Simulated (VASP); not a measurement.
# InSe in VASP: notebook

The runs below take InSe through single point, with PBE, PBEsol.

All numbers are computed with VASP 6.6.1; they aren't measurements. Logs are shortened: lines on timing, memory, paths and dates and some standing lists are left out, and cuts for length are marked.

### Step 1. The cell of the first run

The typed cell holds 2 atoms: a = 3.632 Å, b = 3.632 Å, c = 3.632 Å, α = 90.00°, β = 90.00°, γ = 90.00°.

### Step 2. Single point, PBE (atoms moved at random)

The input, INCAR:

```
PREC     = Accurate       # precision mode
ENCUT    = 520            # plane-wave cutoff, eV
EDIFF    = 1E-6           # SCF threshold, eV
ISMEAR   = -1             # smearing method
SIGMA    = 0.05           # smearing width, eV
LREAL    = False          # projectors in reciprocal space
LASPH    = True           # aspherical terms in the spheres
NELM     = 100            # most SCF steps
ALGO     = Normal         # electronic algorithm
ISIF     = 2              # what is computed and relaxed
LWAVE    = False          # write WAVECAR
LCHARG   = False          # write CHGCAR
GGA      = PE             # functional
NBANDS   = 16             # bands
```

The input, KPOINTS:

```
Automatic mesh
0
Gamma
  7 7 7
```

The input, POSCAR:

```
InSe
1.0
    3.6320400000      0.0000000000      0.0000000000
    0.0000000000      3.6320400000      0.0000000000
    0.0000000000      0.0000000000      3.6320400000
In Se
1 1
Direct
    0.4958860000      0.4953830000      0.4960430000
   -0.0059760000     -0.0016720000     -0.0102530000
```

Potentials or basis: VASP PAW PBE potentials, release 64 (In_d, Se).

The run is started by

```console
cat potpaw_PBE.64/In_d/POTCAR potpaw_PBE.64/Se/POTCAR > POTCAR
mpirun -np 1 vasp_std > vasp.out
```

OUTCAR:

```text
PREC = Accurate
   ENCUT = 520
   EDIFF = 1E-6
   ISMEAR = -1
   LREAL = False
   LASPH = True
   NELM = 100
   ISIF = 2
   GGA = PE

 ion  position               nearest neighbor table
   1  0.496  0.495  0.496-   2 3.12   2 3.13   2 3.13   2 3.14   2 3.15   2 3.16   2 3.16   2 3.17

   2  0.994  0.998  0.990-   1 3.12   1 3.13   1 3.13   1 3.14   1 3.15   1 3.16   1 3.16   1 3.17

  LATTYP: Found a simple cubic cell.
 ALAT       =     3.6320400000

  Lattice vectors:

 A1 = (   3.6320400000,   0.0000000000,   0.0000000000)
 A2 = (   0.0000000000,   3.6320400000,   0.0000000000)
 A3 = (   0.0000000000,   0.0000000000,   3.6320400000)

Analysis of symmetry for initial positions (statically):
=====================================================================
 Subroutine PRICEL returns:
 Original cell was already a primitive cell.

 Routine SETGRP: Setting up the symmetry group for a
 simple cubic supercell.

 Subroutine GETGRP returns: Found  1 space group operations
 (whereof  1 operations were pure point group operations)
 out of a pool of 48 trial point group operations.

The static configuration has the point symmetry C_1 .

Analysis of symmetry for dynamics (positions and initial velocities):
=====================================================================
 Subroutine PRICEL returns:
 Original cell was already a primitive cell.

 Routine SETGRP: Setting up the symmetry group for a
 simple cubic supercell.

 Subroutine GETGRP returns: Found  1 space group operations
 (whereof  1 operations were pure point group operations)
 out of a pool of 48 trial point group operations.

The dynamic configuration has the point symmetry C_1 .

 Subroutine INISYM returns: Found  1 space group operations
 (whereof  1 operations are pure point group operations),
 and found     1 'primitive' translations

----------------------------------------------------------------------------------------

                                     Primitive cell

  volume of cell :      47.9128

  direct lattice vectors                    reciprocal lattice vectors
     3.632040000  0.000000000  0.000000000     0.275327364  0.000000000  0.000000000
     0.000000000  3.632040000  0.000000000     0.000000000  0.275327364  0.000000000
     0.000000000  0.000000000  3.632040000     0.000000000  0.000000000  0.275327364

  length of vectors
     3.632040000  3.632040000  3.632040000     0.275327364  0.275327364  0.275327364

  position of ions in fractional coordinates (direct lattice)
     0.495886000  0.495383000  0.496043000
     0.994024000  0.998328000  0.989747000

  ion indices of the primitive-cell ions
   primitive index   ion index
                 1           1
                 2           2

----------------------------------------------------------------------------------------

 KPOINTS: Automatic mesh

Automatic generation of k-mesh.
 Grid dimensions read from file:
 generate k-points for:    7    7    7

 Generating k-lattice:

  Cartesian coordinates                     Fractional coordinates (reciprocal lattice)
     0.039332481  0.000000000  0.000000000     0.142857143  0.000000000  0.000000000
     0.000000000  0.039332481  0.000000000     0.000000000  0.142857143  0.000000000
     0.000000000  0.000000000  0.039332481     0.000000000  0.000000000  0.142857143

  Length of vectors
     0.039332481  0.039332481  0.039332481

  Shift w.r.t. Gamma in fractional coordinates (k-lattice)
     0.000000000  0.000000000  0.000000000

 Subroutine IBZKPT returns following result:
 ===========================================

 Found    172 irreducible k-points:

 Following reciprocal coordinates:
            Coordinates               Weight
  0.000000  0.000000  0.000000      1.000000
  0.142857  0.000000  0.000000      2.000000
  0.000000  0.142857  0.000000      2.000000
  0.000000  0.000000  0.142857      2.000000
  0.285714  0.000000  0.000000      2.000000
  0.000000  0.285714  0.000000      2.000000
[... 16 lines left out ...]
  0.000000 -0.285714  0.142857      2.000000
 -0.142857  0.000000  0.285714      2.000000
 [... further k-points ...]
   k-points           NKPTS =    172   k-points in BZ     NKDIM =    172   number of bands    NBANDS=     16
   number of dos      NEDOS =    301   number of ions     NIONS =      2
   total plane-waves  NPLWV =  21952
   dimension x,y,z NGX =    28 NGY =   28 NGZ =   28
   dimension x,y,z NGXF=    56 NGYF=   56 NGZF=   56
   ions per type =               1   1
   NGX,Y,Z   is equivalent  to a cutoff of  12.82, 12.82, 12.82 a.u.
   NGXF,Y,Z  is equivalent  to a cutoff of  25.63, 25.63, 25.63 a.u.
 SYSTEM =  unknown system
   PREC   = accura    normal or accurate (medium, high low for compatibility)
   ISTART =      0    job   : 0-new  1-cont  2-samecut
   ICHARG =      2    charge: 1-file 2-atom 10-const
   ISPIN  =      1    spin polarized calculation?
   LNONCOLLINEAR =      F non collinear calculations
   LSORBIT =      F    spin-orbit coupling
   LASPH  =      T    aspherical Exc in radial PAW
   ENCUT  =  520.0 eV  38.22 Ry    6.18 a.u.   6.75  6.75  6.75*2*pi/ulx,y,z
   NELM   =    100;   NELMIN=  2; NELMDL= -5     # of ELM steps
   EDIFF  = 0.1E-05   stopping-criterion for ELM
   LREAL  =      F    real-space projection
   EDIFFG = 0.1E-04   stopping-criterion for IOM
   NSW    =      0    number of steps for IOM
   IBRION =     -1    ionic relax: 0-MD 1-quasi-New 2-CG
   NFREE  =      0    steps in history (QN), initial steepest desc. (CG)
   ISIF   =      2    stress and relaxation
   ISYM   =      2    0-nonsym 1-usesym 2-fastsym
   POTIM  = 0.5000    time-step for ionic-motion
   TEBEG  =    0.0;   TEEND  =   0.0 temperature during run
   PSTRESS=    0.0 pullay stress
   NELECT =      19.0000    total number of electrons
   NUPDOWN=      -1.0000    fix difference up-down
   EMIN   =  10.00;   EMAX   =-10.00  energy-range for DOS
   EFERMI =   0.00;   METHOD = LEGACY
   ISMEAR =    -1;   SIGMA  =   0.05  broadening in eV -4-tet -1-fermi 0-gaus
   EFERMI_NEDOS =   21; number of points for ismear=-14 and -15
   IALGO  =     38    algorithm
   IMIX   =      4    mixing-type and parameters
     AMIX     =   0.40;   BMIX     =  1.00
     AMIX_MAG =   1.60;   BMIX_MAG =  1.00
  volume/ion in A,a.u.               =      23.96       161.67
  Fermi-wavevector in a.u.,A,eV,Ry     =   1.202750  2.272868 19.682295  1.446608
  Thomas-Fermi vector in A             =   2.338523
   LORBIT       =      0    0 simple, 1 ext, 2 COOP (PROOUT), +10 PAW based schemes
   GGA     = PE    functional components
[... 5 lines left out ...]
 non-spin polarized calculation
  energy-cutoff  :      520.00
  volume of cell :       47.91
 maximum number of plane-waves:      1309
   NGX = 13   NGY = 13   NGZ = 13

 number of electron      18.9999999 magnetization

 Free energy of the ion-electron system (eV)
  ---------------------------------------------------
  ext. energy  EPLUGINS =         0.00000000
  ---------------------------------------------------
  free energy    TOTEN  =        -6.46571840 eV

  energy without entropy =       -6.45943511  energy(sigma->0) =       -6.46257676

 E-fermi :   5.8516     XC(G=0): -10.1988

 val. band max:        5.8424452612   @ k =  -0.4286   0.4286   0.0000
 cond. band min:       5.9607031180   @ k =   0.2857  -0.2857   0.2857
 fundamental gap:      0.1182578568
 Fermi energy:         5.8516329508

 k-point     1 :       0.0000    0.0000    0.0000
  band No.  band energies     occupation
      1      -8.4965      2.00000
      2      -8.4964      2.00000
      3      -8.3218      2.00000
      4      -8.3218      2.00000
      5      -8.3218      2.00000
      6      -7.6275      2.00000
[... 8 lines left out ...]
     15      14.1836      0.00000
     16      19.3882      0.00000

 k-point     2 :       0.1429    0.0000    0.0000
  band No.  band energies     occupation
      1      -8.4943      2.00000
      2      -8.4705      2.00000
      3      -8.3335      2.00000
      4      -8.3334      2.00000
      5      -8.3208      2.00000
      6      -7.4937      2.00000
[... 8 lines left out ...]
     15      13.8066      0.00000
     16      18.7842      0.00000

 k-point     3 :       0.0000    0.1429    0.0000
  band No.  band energies     occupation
      1      -8.4943      2.00000
      2      -8.4705      2.00000
      3      -8.3335      2.00000
      4      -8.3334      2.00000
      5      -8.3208      2.00000
      6      -7.4937      2.00000
[... 8 lines left out ...]
     15      13.8070      0.00000
     16      18.7846      0.00000

 k-point     4 :       0.0000    0.0000    0.1429
  band No.  band energies     occupation
      1      -8.4942      2.00000
      2      -8.4706      2.00000
      3      -8.3335      2.00000
      4      -8.3334      2.00000
      5      -8.3207      2.00000
      6      -7.4938      2.00000
[... 8 lines left out ...]
     15      13.8090      0.00000
     16      18.7865      0.00000
[... 324 lines left out ...]
 k-point    22 :       0.0000    0.1429    0.2857
  band No.  band energies     occupation
      1      -8.4716      2.00000
      2      -8.4055      2.00000
      3      -8.4003      2.00000
      4      -8.3573      2.00000
      5      -8.3287      2.00000
      6      -6.9910      2.00000
[... 8 lines left out ...]
     15      16.1086      0.00000
     16      17.1793      0.00000

 k-point    23 :       0.0000   -0.2857    0.1429
  band No.  band energies     occupation
      1      -8.4717      2.00000
      2      -8.4050      2.00000
      3      -8.4008      2.00000
      4      -8.3572      2.00000
      5      -8.3287      2.00000
      6      -6.9909      2.00000
[... 8 lines left out ...]
     15      16.1078      0.00000
     16      17.1790      0.00000

 k-point    24 :      -0.1429    0.0000    0.2857
  band No.  band energies     occupation
      1      -8.4716      2.00000
      2      -8.4055      2.00000
      3      -8.4004      2.00000
      4      -8.3573      2.00000
      5      -8.3287      2.00000
      6      -6.9910      2.00000
[... 8 lines left out ...]
     15      16.1086      0.00000
     16      17.1790      0.00000

 [... further k-points ...]

------------------------ aborting loop because EDIFF is reached ----------------------------------------

  FORCE on cell =-STRESS in cart. coord.  units (eV):
  Direction    XX          YY          ZZ          XY          YZ          ZX
  --------------------------------------------------------------------------------------
  -------------------------------------------------------------------------------------
  Total       -0.0081113     -0.0082422     -0.0080988     -0.0005344     -0.0014829      0.0007174
  in kB       -0.2712360     -0.2756136     -0.2708202     -0.0178708     -0.0495874      0.0239898
  external PRESSURE =      -0.2725566 kB  Pullay stress =       0.0000000 kB

 VOLUME and BASIS-vectors are now :
 -----------------------------------------------------------------------------
  energy-cutoff  :      520.00
  volume of cell :       47.91
      direct lattice vectors                 reciprocal lattice vectors
     3.632040000  0.000000000  0.000000000     0.275327364  0.000000000  0.000000000
     0.000000000  3.632040000  0.000000000     0.000000000  0.275327364  0.000000000
     0.000000000  0.000000000  3.632040000     0.000000000  0.000000000  0.275327364

 POSITION                                       TOTAL-FORCE (eV/Angst)
 -----------------------------------------------------------------------------------
      1.80108      1.79925      1.80165         0.001613     -0.002965      0.005910
      3.61033      3.62597      3.59480        -0.001613      0.002965     -0.005910
 -----------------------------------------------------------------------------------
    total drift:                               -0.000254     -0.000250     -0.000325

  FREE ENERGIE OF THE ION-ELECTRON SYSTEM (eV)
  ---------------------------------------------------
  free  energy   TOTEN  =        -6.4657184034 eV

  energy  without entropy=       -6.4594351140  energy(sigma->0) =       -6.46257676
```

It took 54 s on 1 thread of AMD EPYC 9R45 (Zen 5), shared host; peak memory 0.23 GiB.

Results:

* Free energy: -6.4657 eV
* Pressure: 0.0 GPa
* Largest force: 0.007 eV/Å

Forces in eV/Å, atoms in the order of the input:
```
In   0.002 -0.003  0.006
Se  -0.002  0.003 -0.006
```

Caveat: the cell differs from its parent crystal (atoms moved at random); spin-orbit coupling is left out, which moves the levels of the heavy elements.

### Step 3. Single point, PBEsol

The input, INCAR:

```
PREC = Accurate ; ENCUT = 520
EDIFF = 1E-6 ; ISMEAR = 0
SIGMA = 0.05 ; LREAL = F
LASPH = T ; NELM = 100
ALGO = Normal ; ISIF = 2
LWAVE = F ; LCHARG = T
GGA = PS ; LELF = T
LVHAR = T ; NBANDS = 16
```

The input, KPOINTS:

```
Automatic mesh
0
Gamma
  12 12 12
```

POSCAR is that of step 2.

Potentials or basis: VASP PAW PBE potentials, release 64 (In_d, Se).

The run is started by

```console
cat potpaw_PBE.64/In_d/POTCAR potpaw_PBE.64/Se/POTCAR > POTCAR
mpirun -np 1 vasp_std > vasp.out
```

OUTCAR:

```text
PREC = Accurate
   ENCUT = 520
   EDIFF = 1E-6
   ISMEAR = 0
   LREAL = F
   LASPH = T
   NELM = 100
   ISIF = 2
   GGA = PS

 ion  position               nearest neighbor table
   1  0.496  0.495  0.496-   2 3.12   2 3.13   2 3.13   2 3.14   2 3.15   2 3.16   2 3.16   2 3.17

   2  0.994  0.998  0.990-   1 3.12   1 3.13   1 3.13   1 3.14   1 3.15   1 3.16   1 3.16   1 3.17

  LATTYP: Found a simple cubic cell.
 ALAT       =     3.6320400000

  Lattice vectors:

[... 640 lines left out ...]

 [... further k-points ...]

------------------------ aborting loop because EDIFF is reached ----------------------------------------

  FORCE on cell =-STRESS in cart. coord.  units (eV):
  Direction    XX          YY          ZZ          XY          YZ          ZX
  --------------------------------------------------------------------------------------
  -------------------------------------------------------------------------------------
  Total       -0.9593301     -0.9594101     -0.9590248     -0.0005142     -0.0014164      0.0006838
  in kB      -32.0794404    -32.0821157    -32.0692307     -0.0171935     -0.0473636      0.0228674
  external PRESSURE =     -32.0769289 kB  Pullay stress =       0.0000000 kB

 VOLUME and BASIS-vectors are now :
 -----------------------------------------------------------------------------
  energy-cutoff  :      520.00
  volume of cell :       47.91
      direct lattice vectors                 reciprocal lattice vectors
     3.632040000  0.000000000  0.000000000     0.275327364  0.000000000  0.000000000
     0.000000000  3.632040000  0.000000000     0.000000000  0.275327364  0.000000000
     0.000000000  0.000000000  3.632040000     0.000000000  0.000000000  0.275327364

 POSITION                                       TOTAL-FORCE (eV/Angst)
 -----------------------------------------------------------------------------------
      1.80108      1.79925      1.80165         0.002167     -0.003802      0.007742
      3.61033      3.62597      3.59480        -0.002167      0.003802     -0.007742
 -----------------------------------------------------------------------------------
    total drift:                               -0.000195     -0.000260     -0.000219

  FREE ENERGIE OF THE ION-ELECTRON SYSTEM (eV)
  ---------------------------------------------------
  free  energy   TOTEN  =        -7.2528563032 eV

  energy  without entropy=       -7.2522312015  energy(sigma->0) =       -7.25254375
```

It took 4.2 min on 1 thread of AMD EPYC 9R45 (Zen 5), shared host; peak memory 0.71 GiB.

Results:

```yaml
Free_energy: -7.2529 eV
Pressure: -3.2 GPa
Largest_force: 0.009 eV/Å
```

Forces on the atoms (eV/Å):
```
In   0.002 -0.004  0.008
Se  -0.002  0.004 -0.008
```

Levels at points of the mesh, in eV from the Fermi level:
| k point | band 7 | band 8 | band 9 | band 10 | band 11 | band 12 |
| --- | --- | --- | --- | --- | --- | --- |
| (0.00, 0.00, 0.00) | -3.40 | -1.28 | -1.28 | -1.28 | 5.34 | 5.35 |
| (0.50, 0.00, 0.00) | -6.78 | -0.16 | -0.16 | 1.49 | 2.22 | 5.14 |
| (0.00, 0.50, 0.00) | -6.78 | -0.16 | -0.16 | 1.49 | 2.22 | 5.14 |
| (0.00, 0.00, 0.50) | -6.77 | -0.16 | -0.16 | 1.49 | 2.23 | 5.14 |
| (0.50, 0.50, 0.00) | -4.39 | -4.39 | -3.40 | 0.16 | 5.73 | 5.73 |
| (0.00, 0.50, 0.50) | -4.40 | -4.39 | -3.39 | 0.16 | 5.72 | 5.73 |
| (0.50, 0.00, 0.50) | -4.40 | -4.39 | -3.39 | 0.16 | 5.72 | 5.73 |
| (0.50, 0.50, 0.50) | -2.54 | -2.54 | -2.53 | -1.13 | 0.46 | 0.46 |

Caveat: the PAW data sets were made with another functional, which shifts forces and pressure a little; spin-orbit coupling is left out, which moves the levels of the heavy elements.

### Step 4. Single point, PBE

This run uses another cell than the first one, of 22.52 Å³/atom, 0.940 times its volume.

The input, INCAR:

```
  PREC = Accurate
  ENCUT = 500
  EDIFF = 1E-6
  ISMEAR = -1
  SIGMA = 0.05
  LREAL = False
  LASPH = True
  NELM = 120
  ALGO = Normal
  ISIF = 2
  LWAVE = False
  LCHARG = False
  GGA = PE
  NBANDS = 16
  GGA_COMPAT = False
```

The input, KPOINTS:

```
Automatic mesh
0
Gamma
  7 7 7
```

The input, POSCAR:

```
InSe
1.0
    3.5578959303      0.0000000000      0.0000000000
    0.0000000000      3.5578959303      0.0000000000
    0.0000000000      0.0000000000      3.5578959303
In Se
1 1
Direct
    0.5000000000      0.5000000000      0.5000000000
    0.0000000000      0.0000000000      0.0000000000
```

The run is started by

```console
cat potpaw_PBE.64/In_d/POTCAR potpaw_PBE.64/Se/POTCAR > POTCAR
mpirun -np 1 vasp_std > vasp.out
```

Run time: 25 s. Hardware: 1 thread of Intel Xeon 8259CL, shared host; peak memory 0.16 GiB.

Results (log left out):

```yaml
Free_energy: -6.4349 eV
Pressure: 3.6 GPa
```

Levels at points of the mesh, in eV from the Fermi level:
| k point | band 5 | band 6 | band 7 | band 8 | band 9 | band 10 | band 11 | band 12 | band 13 | band 14 |
| --- | --- | --- | --- | --- | --- | --- | --- | --- | --- | --- |
| (0.00, 0.00, 0.00) | -14.26 | -13.91 | -3.38 | -1.57 | -1.57 | -1.57 | 5.15 | 5.15 | 8.78 | 8.78 |

Caveat: spin-orbit coupling is left out, which moves the levels of the heavy elements.

### Step 5. Single point, PBE

This run uses another cell than the first one, of 24.91 Å³/atom, 1.040 times its volume.

The input, INCAR:

```
PREC = Accurate
ENCUT = 500
EDIFF = 1E-6
ISMEAR = -1
SIGMA = 0.05
LREAL = False
LASPH = True
NELM = 120
ALGO = Normal
ISIF = 2
LWAVE = False
LCHARG = False
GGA = PE
NBANDS = 16
GGA_COMPAT = False
```

KPOINTS is that of step 4.

The input, POSCAR:

```
InSe
1.0
    3.6798354811      0.0000000000      0.0000000000
    0.0000000000      3.6798354811      0.0000000000
    0.0000000000      0.0000000000      3.6798354811
In Se
1 1
Direct
    0.5000000000      0.5000000000      0.5000000000
    0.0000000000      0.0000000000      0.0000000000
```

The run is started by

```console
cat potpaw_PBE.64/In_d/POTCAR potpaw_PBE.64/Se/POTCAR > POTCAR
mpirun -np 1 vasp_std > vasp.out
```

Wall time 25 s (1 thread of Intel Xeon 8259CL, shared host); peak memory 0.16 GiB.

The run converged. Its results:

| Property | Result |
| --- | --- |
| Free energy | -6.4547 eV |
| Pressure | -1.8 GPa |

Levels at points of the mesh, in eV from the Fermi level:
```
           k point  band 5  band 6  band 7  band 8  band 9  band 10  band 11  band 12  band 13  band 14
(0.00, 0.00, 0.00)  -14.13  -13.22   -3.56   -1.30   -1.30    -1.30     5.36     5.36     8.06     8.06
```

Caveat: spin-orbit coupling is left out, which moves the levels of the heavy elements.

(Part 1 of 2 ends here.)
